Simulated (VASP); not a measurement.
# MoH5 (P6/mmm) in VASP: a series of runs

MoH5 is run at these levels: PBE; tasks: single point, relaxation of cell and atoms.

Program: VASP 6.6.1. These are calculated values, not measurements. Logs are shortened: lines on timing, memory, paths and dates and some standing lists are left out, and cuts for length are marked.

### Step 1. The cell of the first run

It takes space group P6/mmm (No. 191, hexagonal). Conventional cell: a = 2.587 Å, b = 2.587 Å, c = 6.588 Å, α = 90.00°, β = 90.00°, γ = 120.00°. H (site symmetry -6m2) has 6 H at 1.49 Å within 2.0 Å. H (site symmetry 6mm) has 1 H at 1.46 Å and 1 Mo at 1.84 Å within 1.9 Å. Within 1.9 Å of H (site symmetry 6/mmm) lie 8 H at 1.46 to 1.49 Å. Mo (site symmetry 6/mmm) has 2 H at 1.84 Å within 2.4 Å.

### Step 2. Single point, PBE

File INCAR:

```
PREC = Accurate
ENCUT = 520
EDIFF = 1E-6
ISMEAR = 0
SIGMA = 0.1
LREAL = False
LASPH = True
NELM = 60
ALGO = Normal
ISIF = 2
LWAVE = False
LCHARG = False
GGA = PE
NBANDS = 18
```

File KPOINTS:

```
regular mesh
0
Gamma
  6 6 4
```

File POSCAR:

```
MoH5
1.0
    2.5868806274      0.0000000000      0.0000000000
   -1.2934403137      2.2403043399      0.0000000000
    0.0000000000      0.0000000000      6.5877472435
H Mo
5 1
Direct
    0.3333333333      0.6666666667      0.5000000000
    0.6666666667      0.3333333333      0.5000000000
    0.0000000000      0.0000000000      0.2787577323
    0.0000000000      0.0000000000      0.7212422677
    0.0000000000      0.0000000000      0.5000000000
    0.0000000000      0.0000000000      0.0000000000
```

Potentials or basis: VASP PAW PBE potentials, release 64 (H, Mo_sv).

The run is started by

```bash
cat potpaw_PBE.64/H/POTCAR potpaw_PBE.64/Mo_sv/POTCAR > POTCAR
mpirun -np 1 vasp_std > vasp.out
```

OUTCAR:

```text
PREC = Accurate
   ENCUT = 520
   EDIFF = 1E-6
   ISMEAR = 0
   LREAL = False
   LASPH = True
   NELM = 60
   ISIF = 2
   GGA = PE

 ion  position               nearest neighbor table
   1  0.333  0.667  0.500-
   2  0.667  0.333  0.500-
   3  0.000  0.000  0.279-   6 1.84
   4  0.000  0.000  0.721-   6 1.84
   5  0.000  0.000  0.500-
   6  0.000  0.000  0.000-   3 1.84   4 1.84

  LATTYP: Found a hexagonal cell.
 ALAT       =     2.5868806274
 C/A-ratio  =     2.5465988549

  Lattice vectors:

 A1 = (   2.5868806274,   0.0000000000,   0.0000000000)
 A2 = (  -1.2934403137,   2.2403043399,   0.0000000000)
 A3 = (   0.0000000000,   0.0000000000,   6.5877472435)

Analysis of symmetry for initial positions (statically):
=====================================================================
 Subroutine PRICEL returns:
 Original cell was already a primitive cell.

 Routine SETGRP: Setting up the symmetry group for a
 hexagonal supercell.

 Subroutine GETGRP returns: Found 24 space group operations
 (whereof 24 operations were pure point group operations)
 out of a pool of 24 trial point group operations.

The static configuration has the point symmetry D_6h.

Analysis of symmetry for dynamics (positions and initial velocities):
=====================================================================
 Subroutine PRICEL returns:
 Original cell was already a primitive cell.

 Routine SETGRP: Setting up the symmetry group for a
 hexagonal supercell.

 Subroutine GETGRP returns: Found 24 space group operations
 (whereof 24 operations were pure point group operations)
 out of a pool of 24 trial point group operations.

The dynamic configuration has the point symmetry D_6h.

 Subroutine INISYM returns: Found 24 space group operations
 (whereof 24 operations are pure point group operations),
 and found     1 'primitive' translations

----------------------------------------------------------------------------------------

                                     Primitive cell

  volume of cell :      38.1786

  direct lattice vectors                    reciprocal lattice vectors
     2.586880627  0.000000000  0.000000000     0.386565963  0.223183963  0.000000000
    -1.293440314  2.240304340  0.000000000     0.000000000  0.446367925  0.000000000
[... 91 lines left out ...]
   EDIFFG = 0.1E-04   stopping-criterion for IOM
   NSW    =      0    number of steps for IOM
   IBRION =     -1    ionic relax: 0-MD 1-quasi-New 2-CG
   NFREE  =      0    steps in history (QN), initial steepest desc. (CG)
   ISIF   =      2    stress and relaxation
   ISYM   =      2    0-nonsym 1-usesym 2-fastsym
   POTIM  = 0.5000    time-step for ionic-motion
   TEBEG  =    0.0;   TEEND  =   0.0 temperature during run
   PSTRESS=    0.0 pullay stress
   NELECT =      19.0000    total number of electrons
   NUPDOWN=      -1.0000    fix difference up-down
   EMIN   =  10.00;   EMAX   =-10.00  energy-range for DOS
   EFERMI =   0.00;   METHOD = LEGACY
   ISMEAR =     0;   SIGMA  =   0.10  broadening in eV -4-tet -1-fermi 0-gaus
   EFERMI_NEDOS =   21; number of points for ismear=-14 and -15
   IALGO  =     38    algorithm
   IMIX   =      4    mixing-type and parameters
     AMIX     =   0.40;   BMIX     =  1.00
     AMIX_MAG =   1.60;   BMIX_MAG =  1.00
  volume/ion in A,a.u.               =       6.36        42.94
  Fermi-wavevector in a.u.,A,eV,Ry     =   1.297336  2.451610 22.899715  1.683082
  Thomas-Fermi vector in A             =   2.428735
   LORBIT       =      0    0 simple, 1 ext, 2 COOP (PROOUT), +10 PAW based schemes
   GGA     = PE    functional components
   LHFCALC =     F    Hartree Fock is set to
   AEXX    =    0.0000 exact exchange contribution
   IVDW    =     0    specifies the selected vdW correction
   LEPSILON=     F    determine dielectric tensor
   LRPA    =     F    only Hartree local field effects (RPA)
 non-spin polarized calculation
 Gauss-broadening in eV      SIGMA  =   0.10
  energy-cutoff  :      520.00
  volume of cell :       38.18
 maximum number of plane-waves:      1048
 NGX is ok and might be reduce to    20
   NGX =  9   NGY =  9   NGZ = 25

 number of electron      19.0000005 magnetization

 Free energy of the ion-electron system (eV)
  ---------------------------------------------------
  ext. energy  EPLUGINS =         0.00000000
  ---------------------------------------------------
  free energy    TOTEN  =       -22.06359795 eV

  energy without entropy =      -22.05093846  energy(sigma->0) =      -22.05726820

 E-fermi :   5.0905     XC(G=0): -10.8809

 val. band max:        4.9426824812   @ k =   0.1667   0.1667   0.2500
 cond. band min:       5.1272556338   @ k =   0.1667  -0.0000   0.0000
 fundamental gap:      0.1845731526
 Fermi energy:         5.0904745644

 k-point     1 :       0.0000    0.0000    0.0000
  band No.  band energies     occupation
      1     -56.4014      2.00000
      2     -30.4539      2.00000
      3     -29.2981      2.00000
      4     -29.2981      2.00000
      5      -7.5566      2.00000
      6      -0.8185      2.00000
[... 418 lines left out ...]
      5       0.5117      2.00000
      6       1.9197      2.00000
[... 10 lines left out ...]
     17      18.2843      0.00000
     18      18.6103      0.00000

------------------------ aborting loop because EDIFF is reached ----------------------------------------

  FORCE on cell =-STRESS in cart. coord.  units (eV):
  Direction    XX          YY          ZZ          XY          YZ          ZX
  --------------------------------------------------------------------------------------
  -------------------------------------------------------------------------------------
  Total        0.0262663      0.0262663     -0.0034531      0.0000000     -0.0000000      0.0000000
  in kB        1.1022731      1.1022731     -0.1449121      0.0000000     -0.0000000      0.0000000
  external PRESSURE =       0.6865447 kB  Pullay stress =       0.0000000 kB

 VOLUME and BASIS-vectors are now :
 -----------------------------------------------------------------------------
  energy-cutoff  :      520.00
  volume of cell :       38.18
      direct lattice vectors                 reciprocal lattice vectors
     2.586880627  0.000000000  0.000000000     0.386565963  0.223183963  0.000000000
    -1.293440314  2.240304340  0.000000000     0.000000000  0.446367925  0.000000000
     0.000000000  0.000000000  6.587747243     0.000000000  0.000000000  0.151796959

 POSITION                                       TOTAL-FORCE (eV/Angst)
 -----------------------------------------------------------------------------------
     -0.00000      1.49354      3.29387         0.000000     -0.000000      0.000000
      1.29344      0.74677      3.29387        -0.000000      0.000000      0.000000
      0.00000      0.00000      1.83639         0.000000      0.000000      0.007574
      0.00000      0.00000      4.75136         0.000000     -0.000000     -0.007574
      0.00000      0.00000      3.29387         0.000000      0.000000      0.000000
      0.00000      0.00000      0.00000         0.000000      0.000000      0.000000
 -----------------------------------------------------------------------------------
    total drift:                               -0.000000      0.000000      0.000000

  FREE ENERGIE OF THE ION-ELECTRON SYSTEM (eV)
  ---------------------------------------------------
  free  energy   TOTEN  =       -22.0635979461 eV

  energy  without entropy=      -22.0509384597  energy(sigma->0) =      -22.05726820
```

OSZICAR:

```text
N       E                     dE             d eps       ncg     rms          rms(c)
DAV:   1     0.110943043228E+03    0.11094E+03   -0.96761E+03   756   0.983E+02
DAV:   2    -0.203020250984E+02   -0.13125E+03   -0.12694E+03   974   0.275E+02
DAV:   3    -0.227433744985E+02   -0.24413E+01   -0.24154E+01   860   0.366E+01
DAV:   4    -0.227525801274E+02   -0.92056E-02   -0.92028E-02   858   0.253E+00
DAV:   5    -0.227526375020E+02   -0.57375E-04   -0.57374E-04   810   0.191E-01    0.155E+01
DAV:   6    -0.221487077267E+02    0.60393E+00   -0.13943E+00   790   0.994E+00    0.453E+00
DAV:   7    -0.220843795097E+02    0.64328E-01   -0.35204E-01   784   0.315E+00    0.250E+00
DAV:   8    -0.220634911983E+02    0.20888E-01   -0.53039E-02   796   0.180E+00    0.513E-01
DAV:   9    -0.220638252975E+02   -0.33410E-03   -0.66944E-03   846   0.546E-01    0.246E-01
DAV:  10    -0.220635750194E+02    0.25028E-03   -0.71349E-04   828   0.201E-01    0.458E-02
DAV:  11    -0.220635940670E+02   -0.19048E-04   -0.39532E-05   830   0.447E-02    0.198E-02
DAV:  12    -0.220635978120E+02   -0.37450E-05   -0.62577E-06   834   0.152E-02    0.287E-03
DAV:  13    -0.220635979461E+02   -0.13411E-06   -0.45150E-07   514   0.406E-03
   1 F= -.22063598E+02 E0= -.22057268E+02  d E =-.126595E-01
```

It took 12 s on 1 thread of Intel Xeon Platinum 8375C at 2.90GHz (Ice Lake), shared host; peak memory 0.15 GiB.

Results:

```yaml
Free_energy: -22.0636 eV
Pressure: 0.1 GPa
Largest_force: 0.008 eV/Å
```

Forces in eV/Å, atoms in the order of the input:
```
H    0.000  0.000  0.000
H    0.000  0.000  0.000
H    0.000  0.000  0.008
H    0.000  0.000 -0.008
H    0.000  0.000  0.000
Mo   0.000  0.000  0.000
```

Stress tensor (GPa, compression positive):
```
 0.11  0.00  0.00
 0.00  0.11  0.00
 0.00  0.00 -0.01
```

Caveat: the k points lie up to 0.47 Å⁻¹ apart.

### Step 3. Single point, PBE

This run uses another cell than the first one, of 9.69 Å³/atom, 1.523 times its volume.

File INCAR:

```
  PREC = Accurate
  ENCUT = 520
  EDIFF = 1E-6
  ISMEAR = 0
  SIGMA = 0.1
  LREAL = False
  LASPH = True
  NELM = 60
  ALGO = Normal
  ISIF = 2
  LWAVE = False
  LCHARG = False
  GGA = PE
  NBANDS = 18
```

KPOINTS is that of step 2.

File POSCAR:

```
MoH5
1.0
    3.4225377400      0.0000000000      0.0000000000
   -1.7112688700      2.9640046300      0.0000000000
    0.0000000000      0.0000000000      5.7326012100
H Mo
5 1
Direct
    0.3333333300      0.6666666700      0.5000000000
    0.6666666700      0.3333333300      0.5000000000
    0.0000000000      0.0000000000      0.3381526800
    0.0000000000      0.0000000000      0.6618473200
    0.0000000000      0.0000000000      0.5000000000
    0.0000000000      0.0000000000      0.0000000000
```

Potentials or basis: VASP PAW PBE potentials, release 64 (H, Mo_sv).

The run is started by

```bash
cat potpaw_PBE.64/H/POTCAR potpaw_PBE.64/Mo_sv/POTCAR > POTCAR
mpirun -np 1 vasp_std > vasp.out
```

It took 24 s on 1 thread of Intel Xeon Platinum 8375C at 2.90GHz (Ice Lake), shared host; peak memory 0.18 GiB.

The run converged. Its results:

| Quantity | Value |
| --- | --- |
| Free energy | -18.7680 eV |
| Pressure | -16.3 GPa |
| Largest force | 1.053 eV/Å |

Forces in eV/Å, atoms in the order of the input:
```
H    0.000  0.000  0.000
H    0.000  0.000  0.000
H    0.000  0.000 -1.053
H    0.000  0.000  1.053
H    0.000  0.000  0.000
Mo   0.000  0.000  0.000
```

Stress tensor (GPa, compression positive):
```
-18.61   0.00   0.00
  0.00 -18.61   0.00
  0.00   0.00 -11.71
```

Levels at points of the mesh, in eV from the Fermi level:
| k point | band 5 | band 6 | band 7 | band 8 | band 9 | band 10 | band 11 | band 12 | band 13 | band 14 |
| --- | --- | --- | --- | --- | --- | --- | --- | --- | --- | --- |
| (0.00, 0.00, 0.00) | -9.59 | -2.95 | -2.22 | -0.77 | -0.26 | -0.26 | 0.70 | 0.70 | 1.38 | 4.32 |
| (0.50, 0.00, 0.00) | -7.93 | -2.94 | -1.87 | -1.06 | -0.73 | 0.38 | 0.46 | 1.51 | 1.54 | 2.70 |
| (0.00, 0.00, 0.50) | -9.29 | -4.45 | -2.64 | -0.26 | -0.26 | 0.07 | 0.69 | 0.69 | 4.20 | 4.33 |
| (0.50, 0.00, 0.50) | -7.53 | -3.25 | -3.19 | -1.81 | -0.19 | 0.34 | 1.16 | 1.54 | 1.72 | 3.25 |

Caveat: forces of over 1 eV/Å act on the atoms, so gaps and moduli don't describe the material at rest.

### Step 4. Relaxation of cell and atoms, PBE

This run uses another cell than the first one, of 9.69 Å³/atom, 1.523 times its volume.

File INCAR:

```
SYSTEM = MoH5
  ALGO = Normal
  EDIFF = 1E-6
  EDIFFG = -0.04
  ENCUT = 600
  GGA = PE
  IBRION = 2
  ISIF = 3
  ISMEAR = 0
  LASPH = .TRUE.
  LCHARG = .FALSE.
  LREAL = .FALSE.
  LWAVE = .FALSE.
  NELM = 100
  NSW = 90
  PREC = Accurate
  SIGMA = 0.1
```

File KPOINTS:

```
k-points
0
G
  6 6 4
  0 0 0
```

POSCAR is that of step 3.

Potentials or basis: VASP PAW PBE potentials, release 64 (H, Mo_sv).

The run is started by

```bash
cat potpaw_PBE.64/H/POTCAR potpaw_PBE.64/Mo_sv/POTCAR > POTCAR
mpirun -np 1 vasp_std > vasp.out
```

OUTCAR:

```text
SYSTEM = MoH5
   EDIFF = 1E-6
   EDIFFG = -0.04
   ENCUT = 600
   GGA = PE
   IBRION = 2
   ISIF = 3
   ISMEAR = 0
   LASPH = .TRUE.
   LREAL = .FALSE.
   NELM = 100
   NSW = 90
   PREC = Accurate

 ion  position               nearest neighbor table
   1  0.333  0.667  0.500-
   2  0.667  0.333  0.500-
   3  0.000  0.000  0.338-   6 1.94
   4  0.000  0.000  0.662-   6 1.94
   5  0.000  0.000  0.500-
   6  0.000  0.000  0.000-   3 1.94   4 1.94

  LATTYP: Found a hexagonal cell.
 ALAT       =     3.4225377400
 C/A-ratio  =     1.6749563176

  Lattice vectors:

 A1 = (   3.4225377400,   0.0000000000,   0.0000000000)
 A2 = (  -1.7112688700,   2.9640046300,   0.0000000000)
 A3 = (   0.0000000000,   0.0000000000,   5.7326012100)

Analysis of symmetry for initial positions (statically):
[... 642 lines left out ...]
--------------------------------------- Ionic step       17  -------------------------------------------

 number of electron      18.9999997 magnetization

------------------------ aborting loop because EDIFF is reached ----------------------------------------
[... 75 lines left out ...]
--------------------------------------- Ionic step       19  -------------------------------------------

 number of electron      18.9999997 magnetization

 Free energy of the ion-electron system (eV)
  ---------------------------------------------------
  ext. energy  EPLUGINS =         0.00000000
  ---------------------------------------------------
  free energy    TOTEN  =       -22.06549432 eV

  energy without entropy =      -22.05279248  energy(sigma->0) =      -22.05914340

 E-fermi :   5.1008     XC(G=0): -10.8853

 val. band max:        4.9558977377   @ k =   0.1667   0.1667   0.2500
 cond. band min:       5.1371512680   @ k =   0.1667  -0.0000   0.0000
 fundamental gap:      0.1812535303
 Fermi energy:         5.1007945524

 k-point     1 :       0.0000    0.0000    0.0000
  band No.  band energies     occupation
      1     -56.3858      2.00000
      2     -30.4412      2.00000
      3     -29.2988      2.00000
      4     -29.2988      2.00000
      5      -7.5514      2.00000
      6      -0.7880      2.00000
      7      -0.2233      2.00000
      8       0.3407      2.00000
      9       3.9564      2.00000
     10       3.9564      2.00000
     11       7.8274      0.00000
     12       7.8274      0.00000
     13      12.6546      0.00000
[... 351 lines left out ...]
  FREE ENERGIE OF THE ION-ELECTRON SYSTEM (eV)
  ---------------------------------------------------
  free  energy   TOTEN  =       -22.0654943179 eV

  energy  without entropy=      -22.0527924766  energy(sigma->0) =      -22.05914340

 reached required accuracy - stopping structural energy minimisation
```

Run time: 4.5 min. Hardware: 1 thread of Intel Xeon Platinum 8375C at 2.90GHz (Ice Lake), shared host; peak memory 0.21 GiB.

What came out:

```yaml
Free_energy: -22.0655 eV
Relaxed_volume: 6.36 Å³/atom
Relaxed_cell: a = 2.591 Å, b = 2.591 Å, c = 6.565 Å, α = 90.00°, β = 90.00°, γ = 120.00°
Space_group_after_relaxing_to_0.05_Å: P6/mmm (No. 191)
Energy_gained_by_relaxing: 549.4 meV/atom
Ionic_steps: 19
Pressure_after_relaxing: 0.0 GPa
Largest_force_after_relaxing: 0.008 eV/Å
```

Forces in eV/Å, atoms in the order of the input:
```
H    0.000  0.000  0.000
H    0.000  0.000  0.000
H    0.000  0.000  0.008
H    0.000  0.000 -0.008
H    0.000  0.000  0.000
Mo   0.000  0.000  0.000
```

Stress tensor (GPa, compression positive):
```
-0.27  0.00  0.00
 0.00 -0.27  0.00
 0.00  0.00  0.47
```

Step by step:
| step | energy change (eV) | largest force (eV/Å) | pressure (GPa) | volume (Å³) |
| --- | --- | --- | --- | --- |
| 1 | 0.0000 | 1.0495 | -16.24 | 58.15 |
| 2 | -0.8893 | 0.2651 | -14.44 | 50.26 |
| 3 | -1.5406 | 0.9636 | -7.09 | 42.37 |
| 4 | -0.3053 | 5.7571 | 53.97 | 29.11 |
| 5 | -1.6499 | 1.2546 | -3.15 | 40.19 |
| 6 | -2.3029 | 0.0959 | 2.97 | 36.10 |
| 7 | -2.5154 | 1.0259 | 16.65 | 32.61 |
| 8 | -2.8601 | 1.2928 | 14.80 | 33.25 |
| 9 | -2.8807 | 1.2481 | 15.60 | 33.54 |
| 10 | -2.8956 | 1.2593 | 15.14 | 33.45 |
| 11 | -3.1910 | 0.6912 | 1.03 | 36.59 |
| 12 | -3.2216 | 0.5382 | -3.66 | 38.13 |
| 13 | -3.2661 | 0.2336 | -1.06 | 37.64 |
| 14 | -3.2762 | 0.0216 | 1.00 | 37.31 |
| 15 | -3.2900 | 0.0423 | 1.37 | 37.43 |
| 16 | -3.2920 | 0.0813 | 1.61 | 37.49 |
| 17 | -3.2961 | 0.0738 | -0.05 | 38.08 |
| 18 | -3.2962 | 0.0730 | -0.34 | 38.19 |
| 19 | -3.2967 | 0.0075 | -0.02 | 38.16 |

Final structure:
```cif
data_structure
_symmetry_space_group_name_H-M 'P 1'
_symmetry_Int_Tables_number 1
_cell_length_a 2.5908
_cell_length_b 2.5908
_cell_length_c 6.5651
_cell_angle_alpha 90.000
_cell_angle_beta 90.000
_cell_angle_gamma 120.000
_cell_volume 38.16
loop_
_atom_site_label
_atom_site_type_symbol
_atom_site_fract_x
_atom_site_fract_y
_atom_site_fract_z
_atom_site_occupancy
H1 H 0.33333 0.66667 0.50000 1
H2 H 0.66667 0.33333 0.50000 1
H3 H 0.00000 0.00000 0.27963 1
H4 H 0.00000 0.00000 0.72037 1
H5 H 0.00000 0.00000 0.50000 1
Mo1 Mo 0.00000 0.00000 0.00000 1
```

Levels at points of the mesh, in eV from the Fermi level:
```
           k point  band 6  band 7  band 8  band 9  band 10  band 11  band 12  band 13
(0.00, 0.00, 0.00)   -5.89   -5.32   -4.76   -1.14    -1.14     2.73     2.73     7.55
(0.50, 0.00, 0.00)   -5.42   -4.72   -3.74   -1.53    -1.19     1.43     3.75     5.61
(0.00, 0.00, 0.50)   -7.21   -5.37   -2.58   -1.14    -1.14     2.73     2.73     3.87
(0.50, 0.00, 0.50)   -5.45   -4.95   -3.68   -3.36     1.42     1.92     3.07     5.36
```

Caveat: the volume moved by over 15 % at a fixed basis, so the end points are rough; the bands computed are all filled at some k points, so no gap is given.

### Step 5. The runs side by side

```tsv
task	cell	cutoff (eV)	gap on the mesh (eV)	pressure (GPa)	largest force (eV/Å)
single point	a = 2.587, b = 2.587, c = 6.588 Å, angles 90.0, 90.0, 120.0°, 6 atoms	520	none	0.1	0.01
single point	a = 3.423, b = 3.423, c = 5.733 Å, angles 90.0, 90.0, 120.0°, 6 atoms	520	none	-16.3	1.05
relaxation of cell and atoms	relaxed from a = 3.423, b = 3.423, c = 5.733 Å, angles 90.0, 90.0, 120.0°, 6 atoms	600	-	0.0	0.01
```

Alike in all rows: level PBE; potentials or basis VASP PAW PBE potentials, release 64 (H, Mo_sv); no spin polarisation; k mesh 6 × 6 × 4; smearing gaussian 0.1 eV.

Caveats: some runs use coarse meshes; forces of over 1 eV/Å act on the atoms, so gaps and moduli don't describe the material at rest (some runs); the volume moved by over 15 % at a fixed basis, so the end points are rough (some runs); the bands computed are all filled at some k points, so no gap is given (some runs).

Total energies depend on the potentials used, so only differences within one code and one set of settings carry meaning.
